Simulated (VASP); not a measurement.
Write the native input for VASP 6.6.1 that does the following.

* Task: single point
* Functional: LDA
* Potentials or basis: VASP PAW LDA potentials, release 64 (Ba_sv)
* Cutoff: 520 eV
* k mesh: 16 × 16 × 16
* Occupations: gaussian, width 0.15 eV
* Spin: no spin polarisation
* Dipole correction: no
* Further INCAR settings: ALGO = Fast; EDIFF = 1e-06; NBANDS = 11

The structure of Ba lies in POSCAR:

```
Ba
1.0
    3.6541081827      0.0000000000      0.0000000000
    0.0000000000      3.6541081827      0.0000000000
    0.0000000000      0.0000000000      3.7097545002
Ba
1
Direct
    0.0000000000      0.0000000000      0.0000000000
```

This cell differs from its parent crystal: strain -0.015 along x and y, +0.000 along z.

One way to write it, as run:

INCAR

```
PREC = Accurate
ENCUT = 520
EDIFF = 1E-6
ISMEAR = 0
SIGMA = 0.15
LREAL = F
LASPH = T
NELM = 100
ALGO = Fast
ISIF = 2
LWAVE = F
LCHARG = F
NBANDS = 11
```

KPOINTS

```
regular mesh
0
Gamma
  16 16 16
```

Potentials or basis: VASP PAW LDA potentials, release 64 (Ba_sv).

Run with:

```console
$ cat potpaw_LDA.64/Ba_sv/POTCAR > POTCAR
$ mpirun -np 1 vasp_std > vasp.out
```

It gave:

| Item | Value |
| --- | --- |
| Pressure | 0.6 GPa |
| Band gap on the k mesh | zero (bands 5 and 6 overlap by 0.52 eV) |

Caveat: the cell differs from its parent crystal (strain -0.015 along x and y, +0.000 along z); spin-orbit coupling is left out, which moves the levels of the heavy elements.

Wall time 4.4 min on 1 thread of Oxide Virtual Turin-like Processor, on a shared host, peak memory 0.28 GiB.
